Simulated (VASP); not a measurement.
# HfN in VASP: a series of runs

The runs below take HfN through relaxation of cell and atoms, single point, with PBE.

All numbers are computed with VASP 6.6.1; they aren't measurements. Logs are shortened: lines on timing, memory, paths and dates and some standing lists are left out, and cuts for length are marked.

### Step 1. The cell of the first run

It takes space group Cmcm (No. 63, orthorhombic). Conventional cell: a = 3.187 Å, b = 5.291 Å, c = 5.478 Å, α = 90.00°, β = 90.00°, γ = 90.00°. Hf (site symmetry m2m) has 6 N at 2.23 to 2.28 Å within 3.0 Å. N (site symmetry 2/m) has 6 Hf at 2.23 to 2.28 Å and 2 N at 2.74 Å within 3.0 Å.

### Step 2. Relaxation of cell and atoms, PBE

File INCAR:

```
SYSTEM = HfN
PREC     = Accurate       ! precision mode
ENCUT    = 600            ! plane-wave cutoff, eV
EDIFF    = 1E-6           ! SCF threshold, eV
ISMEAR   = 0              ! smearing method
SIGMA    = 0.1            ! smearing width, eV
LREAL    = .FALSE.        ! projectors in reciprocal space
LASPH    = .TRUE.         ! aspherical terms in the spheres
NELM     = 100            ! most SCF steps
ALGO     = Normal         ! electronic algorithm
ISIF     = 3              ! what is computed and relaxed
LWAVE    = .FALSE.        ! write WAVECAR
LCHARG   = .FALSE.        ! write CHGCAR
GGA      = PE             ! functional
IBRION   = 2              ! ionic algorithm
NSW      = 90             ! ionic steps
EDIFFG   = -0.04          ! ionic threshold
```

File KPOINTS:

```
Automatic mesh
0
G
  6 6 4
  0 0 0
```

File POSCAR:

```
HfN
1.0
    1.5934541849     -2.6455077691      0.0000000000
    1.5934541849      2.6455077691      0.0000000000
    0.0000000000      0.0000000000      5.4777791930
Hf N
2 2
Direct
    0.8330591830      0.1669408170      0.7500000000
    0.1669408170      0.8330591830      0.2500000000
    0.5000000000      0.5000000000      0.5000000000
    0.5000000000      0.5000000000      0.0000000000
```

Potentials or basis: VASP PAW PBE potentials, release 64 (Hf_pv, N).

Launch:

```sh
$ cat potpaw_PBE.64/Hf_pv/POTCAR potpaw_PBE.64/N/POTCAR > POTCAR
$ mpirun -np 1 vasp_std > vasp.out
```

OUTCAR:

```text
SYSTEM = HfN
   PREC = Accurate
   ENCUT = 600
   EDIFF = 1E-6
   ISMEAR = 0
   LREAL = .FALSE.
   LASPH = .TRUE.
   NELM = 100
   ISIF = 3
   GGA = PE
   IBRION = 2
   NSW = 90
   EDIFFG = -0.04

 ion  position               nearest neighbor table
   1  0.833  0.167  0.750-   3 2.23   4 2.23   3 2.28   4 2.28   3 2.28   4 2.28   2 3.26   2 3.26
                             2 3.29   2 3.29   2 3.29   2 3.29
   2  0.167  0.833  0.250-   3 2.23   4 2.23   3 2.28   4 2.28   3 2.28   4 2.28   1 3.26   1 3.26
                             1 3.29   1 3.29   1 3.29   1 3.29
   3  0.500  0.500  0.500-   1 2.23   2 2.23   2 2.28   1 2.28   2 2.28   1 2.28
   4  0.500  0.500  0.000-   1 2.23   2 2.23   2 2.28   1 2.28   2 2.28   1 2.28

  LATTYP: Found a base centered orthorhombic cell.
 ALAT       =     3.1869083698
 B/A-ratio  =     1.6602345986
 C/A-ratio  =     1.7188379951

  Lattice vectors:

 A1 = (   1.5934541849,  -2.6455077691,   0.0000000000)
 A2 = (   1.5934541849,   2.6455077691,   0.0000000000)
 A3 = (   0.0000000000,   0.0000000000,   5.4777791930)

Analysis of symmetry for initial positions (statically):
=====================================================================
 Subroutine PRICEL returns:
 Original cell was already a primitive cell.

 Routine SETGRP: Setting up the symmetry group for a
 base centered orthorhombic supercell.

 Subroutine GETGRP returns: Found  8 space group operations
 (whereof  4 operations were pure point group operations)
 out of a pool of  8 trial point group operations.

The static configuration has the point symmetry C_2h.
 The point group associated with its full space group is D_2h.

Analysis of symmetry for dynamics (positions and initial velocities):
=====================================================================
 Subroutine PRICEL returns:
 Original cell was already a primitive cell.

 Routine SETGRP: Setting up the symmetry group for a
 base centered orthorhombic supercell.

 Subroutine GETGRP returns: Found  8 space group operations
 (whereof  4 operations were pure point group operations)
 out of a pool of  8 trial point group operations.

The dynamic configuration has the point symmetry C_2h.
 The point group associated with its full space group is D_2h.

 Subroutine INISYM returns: Found  8 space group operations
 (whereof  4 operations are pure point group operations),
 and found     1 'primitive' translations

----------------------------------------------------------------------------------------

                                     Primitive cell

  volume of cell :      46.1831

  direct lattice vectors                    reciprocal lattice vectors
     1.593454185 -2.645507769  0.000000000     0.313783731 -0.188999634  0.000000000
     1.593454185  2.645507769  0.000000000     0.313783731  0.188999634  0.000000000
     0.000000000  0.000000000  5.477779193     0.000000000  0.000000000  0.182555734

  length of vectors
     3.088334113  3.088334113  5.477779193     0.366307373  0.366307373  0.182555734

  position of ions in fractional coordinates (direct lattice)
     0.833059183  0.166940817  0.750000000
     0.166940817  0.833059183  0.250000000
     0.500000000  0.500000000  0.500000000
     0.500000000  0.500000000  0.000000000

  ion indices of the primitive-cell ions
   primitive index   ion index
                 1           1
                 2           2
                 3           3
                 4           4

----------------------------------------------------------------------------------------

 KPOINTS: Automatic mesh

Automatic generation of k-mesh.
 Grid dimensions read from file:
 generate k-points for:    6    6    4

 Generating k-lattice:

  Cartesian coordinates                     Fractional coordinates (reciprocal lattice)
     0.052297289 -0.031499939  0.000000000     0.166666667  0.000000000  0.000000000
     0.052297289  0.031499939  0.000000000     0.000000000  0.166666667  0.000000000
     0.000000000  0.000000000  0.045638933     0.000000000  0.000000000  0.250000000

  Length of vectors
     0.061051229  0.061051229  0.045638933

  Shift w.r.t. Gamma in fractional coordinates (k-lattice)
     0.000000000  0.000000000  0.000000000

 Subroutine IBZKPT returns following result:
 ===========================================

 Found     39 irreducible k-points:

 Following reciprocal coordinates:
            Coordinates               Weight
  0.000000  0.000000  0.000000      1.000000
  0.166667  0.000000  0.000000      4.000000
  0.333333  0.000000  0.000000      4.000000
  0.500000 -0.000000  0.000000      2.000000
  0.166667  0.166667  0.000000      2.000000
  0.333333  0.166667  0.000000      4.000000
[... 16 lines left out ...]
  0.333333  0.333333  0.250000      4.000000
  0.500000  0.333333  0.250000      8.000000
 [... further k-points ...]
   k-points           NKPTS =     39   k-points in BZ     NKDIM =     39   number of bands    NBANDS=     19
   number of dos      NEDOS =    301   number of ions     NIONS =      4
   total plane-waves  NPLWV =  37632
   dimension x,y,z NGX =    28 NGY =   28 NGZ =   48
   dimension x,y,z NGXF=    56 NGYF=   56 NGZF=   96
   ions per type =               2   2
   NGX,Y,Z   is equivalent  to a cutoff of  15.07, 15.07, 14.57 a.u.
   NGXF,Y,Z  is equivalent  to a cutoff of  30.14, 30.14, 29.14 a.u.
 SYSTEM =  HfN
   PREC   = accura    normal or accurate (medium, high low for compatibility)
   ISTART =      0    job   : 0-new  1-cont  2-samecut
   ICHARG =      2    charge: 1-file 2-atom 10-const
   ISPIN  =      1    spin polarized calculation?
   LNONCOLLINEAR =      F non collinear calculations
   LSORBIT =      F    spin-orbit coupling
   LASPH  =      T    aspherical Exc in radial PAW
   ENCUT  =  600.0 eV  44.10 Ry    6.64 a.u.   6.17  6.17 10.94*2*pi/ulx,y,z
   NELM   =    100;   NELMIN=  2; NELMDL= -5     # of ELM steps
   EDIFF  = 0.1E-05   stopping-criterion for ELM
   LREAL  =      F    real-space projection
   EDIFFG = -.4E-01   stopping-criterion for IOM
   NSW    =     90    number of steps for IOM
   IBRION =      2    ionic relax: 0-MD 1-quasi-New 2-CG
   NFREE  =      1    steps in history (QN), initial steepest desc. (CG)
   ISIF   =      3    stress and relaxation
   ISYM   =      2    0-nonsym 1-usesym 2-fastsym
   POTIM  = 0.5000    time-step for ionic-motion
   TEBEG  =    0.0;   TEEND  =   0.0 temperature during run
   PSTRESS=    0.0 pullay stress
   NELECT =      30.0000    total number of electrons
   NUPDOWN=      -1.0000    fix difference up-down
   EMIN   =  10.00;   EMAX   =-10.00  energy-range for DOS
   EFERMI =   0.00;   METHOD = LEGACY
   ISMEAR =     0;   SIGMA  =   0.10  broadening in eV -4-tet -1-fermi 0-gaus
   EFERMI_NEDOS =   21; number of points for ismear=-14 and -15
   IALGO  =     38    algorithm
   IMIX   =      4    mixing-type and parameters
     AMIX     =   0.40;   BMIX     =  1.00
     AMIX_MAG =   1.60;   BMIX_MAG =  1.00
  volume/ion in A,a.u.               =      11.55        77.91
  Fermi-wavevector in a.u.,A,eV,Ry     =   1.417819  2.679290 27.350587  2.010211
  Thomas-Fermi vector in A             =   2.539010
   LORBIT       =      0    0 simple, 1 ext, 2 COOP (PROOUT), +10 PAW based schemes
   GGA     = PE    functional components
   LHFCALC =     F    Hartree Fock is set to
   AEXX    =    0.0000 exact exchange contribution
   IVDW    =     0    specifies the selected vdW correction
   LEPSILON=     F    determine dielectric tensor
   LRPA    =     F    only Hartree local field effects (RPA)
 conjugate gradient relaxation of ions
 non-spin polarized calculation
 Gauss-broadening in eV      SIGMA  =   0.10
  energy-cutoff  :      600.00
  volume of cell :       46.18
 maximum number of plane-waves:      1564
 NGX is ok and might be reduce to    28
   NGX = 13   NGY = 13   NGZ = 21

--------------------------------------- Ionic step        1  -------------------------------------------

 number of electron      30.0000001 magnetization

 Free energy of the ion-electron system (eV)
  ---------------------------------------------------
  ext. energy  EPLUGINS =         0.00000000
  ---------------------------------------------------
  free energy    TOTEN  =       -43.33772276 eV

  energy without entropy =      -43.33053589  energy(sigma->0) =      -43.33412932

------------------------ aborting loop because EDIFF is reached ----------------------------------------

  FORCE on cell =-STRESS in cart. coord.  units (eV):
  Direction    XX          YY          ZZ          XY          YZ          ZX
  --------------------------------------------------------------------------------------
  -------------------------------------------------------------------------------------
  Total       -0.6894277      3.8306194     -0.2234313      0.0000000      0.0000000      0.0000000
  in kB      -23.9175212    132.8912686     -7.7512456      0.0000000      0.0000000      0.0000000
  external PRESSURE =      33.7408339 kB  Pullay stress =       0.0000000 kB
[... 137 lines left out ...]
  energy  without entropy=      -43.3822148678  energy(sigma->0) =      -43.38698009

--------------------------------------- Ionic step        5  -------------------------------------------

 number of electron      30.0000000 magnetization

 Free energy of the ion-electron system (eV)
  ---------------------------------------------------
  ext. energy  EPLUGINS =         0.00000000
  ---------------------------------------------------
  free energy    TOTEN  =       -43.39844295 eV

  energy without entropy =      -43.38888615  energy(sigma->0) =      -43.39366455

 E-fermi :   7.6627     XC(G=0): -12.6715

 val. band max:        7.6519851718   @ k =   0.3333   0.1667   0.5000
 cond. band min:       7.9248673784   @ k =   0.3333   0.3333   0.0000
 fundamental gap:      0.2728822066
 Fermi energy:         7.6626691571

 k-point     1 :       0.0000    0.0000    0.0000
  band No.  band energies     occupation
      1     -23.9143      2.00000
      2     -23.1036      2.00000
      3     -23.0026      2.00000
      4     -22.9998      2.00000
      5     -22.9439      2.00000
      6     -22.9435      2.00000
[... 11 lines left out ...]
     18       8.7760      0.00000
     19       9.6575      0.00000
[... 489 lines left out ...]
      3     -23.4069      2.00000
      4     -23.2949      2.00000
      5     -23.2271      2.00000
      6     -23.1562      2.00000
[... 11 lines left out ...]
     18      11.8757      0.00000
     19      12.8101      0.00000

 [... further k-points ...]
[... 5 lines left out ...]
  --------------------------------------------------------------------------------------
  -------------------------------------------------------------------------------------
  Total       -0.0882499     -0.0331034      0.1431148      0.0000000      0.0000000      0.0000000
  in kB       -3.0263187     -1.1352013      4.9077760      0.0000000      0.0000000      0.0000000
  external PRESSURE =       0.2487520 kB  Pullay stress =       0.0000000 kB
[... 19 lines left out ...]
  FREE ENERGIE OF THE ION-ELECTRON SYSTEM (eV)
  ---------------------------------------------------
  free  energy   TOTEN  =       -43.3984429485 eV

  energy  without entropy=      -43.3888861513  energy(sigma->0) =      -43.39366455

 reached required accuracy - stopping structural energy minimisation
```

It took 2.9 min on 1 thread of Intel Xeon Platinum 8488C (Sapphire Rapids), shared host; peak memory 0.21 GiB.

What came out:

```yaml
Free_energy: -43.3984 eV
Relaxed_volume: 11.68 Å³/atom
Relaxed_cell: a = 3.147 Å, b = 3.147 Å, c = 5.447 Å, α = 90.00°, β = 90.00°, γ = 119.97°
Space_group_after_relaxing_to_0.05_Å: P6_3/mmc (No. 194)
Energy_gained_by_relaxing: 15.2 meV/atom
Ionic_steps: 5
Pressure_after_relaxing: 0.0 GPa
Largest_force_after_relaxing: 0.029 eV/Å
Band_gap_on_the_k_mesh: zero (band 15 reaches 9.63 eV, above the bottom of band 16 at 7.36 eV)
```

Forces on the atoms (eV/Å):
```
Hf   0.000 -0.029  0.000
Hf   0.000  0.029  0.000
N    0.000  0.000  0.000
N    0.000  0.000  0.000
```

Stress tensor (GPa, compression positive):
```
-0.30  0.00  0.00
 0.00 -0.11  0.00
 0.00  0.00  0.49
```

Step by step:
```
step  energy change (eV)  largest force (eV/Å)  pressure (GPa)  volume (Å³)
   1              0.0000                0.0441            3.37        46.18
   2             -0.0349                0.0713           -5.68        47.79
   3             -0.0551                0.0056           -2.52        47.18
   4             -0.0540                0.0493            2.88        46.23
   5             -0.0607                0.0293            0.02        46.72
```

Final structure:
```
CELL_PARAMETERS angstrom
1.57411 -2.72463 0.00000
1.57411 2.72463 0.00000
0.00000 0.00000 5.44675
ATOMIC_POSITIONS crystal
Hf 0.83280 0.16720 0.75000
Hf 0.16720 0.83280 0.25000
N 0.50000 0.50000 0.50000
N 0.50000 0.50000 0.00000
```

Levels at points of the mesh, in eV from the Fermi level:
| k point | band 11 | band 12 | band 13 | band 14 | band 15 | band 16 | band 17 | band 18 | band 19 |
| --- | --- | --- | --- | --- | --- | --- | --- | --- | --- |
| (0.00, 0.00, 0.00) | -4.52 | -3.42 | -3.39 | -1.60 | -0.44 | 0.88 | 0.88 | 1.11 | 1.99 |
| (0.50, 0.00, 0.00) | -5.60 | -5.25 | -3.10 | -2.60 | -2.29 | 2.53 | 2.84 | 4.53 | 4.73 |
| (0.50, 0.50, 0.00) | -5.59 | -5.25 | -3.11 | -2.61 | -2.29 | 2.51 | 2.85 | 4.53 | 4.73 |
| (0.00, 0.00, 0.50) | -4.18 | -4.18 | -4.18 | -4.18 | 1.97 | 1.97 | 3.00 | 3.01 | 3.01 |
| (0.50, 0.00, 0.50) | -5.25 | -5.25 | -4.28 | -4.28 | -0.13 | -0.13 | 4.79 | 4.80 | 4.88 |
| (0.50, 0.50, 0.50) | -5.25 | -5.25 | -4.28 | -4.28 | -0.14 | -0.14 | 4.79 | 4.79 | 4.88 |

Caveat: the k points lie up to 0.38 Å⁻¹ apart in the final cell; spin-orbit coupling is left out, which moves the levels of the heavy elements.

[end of part 1 of 2]
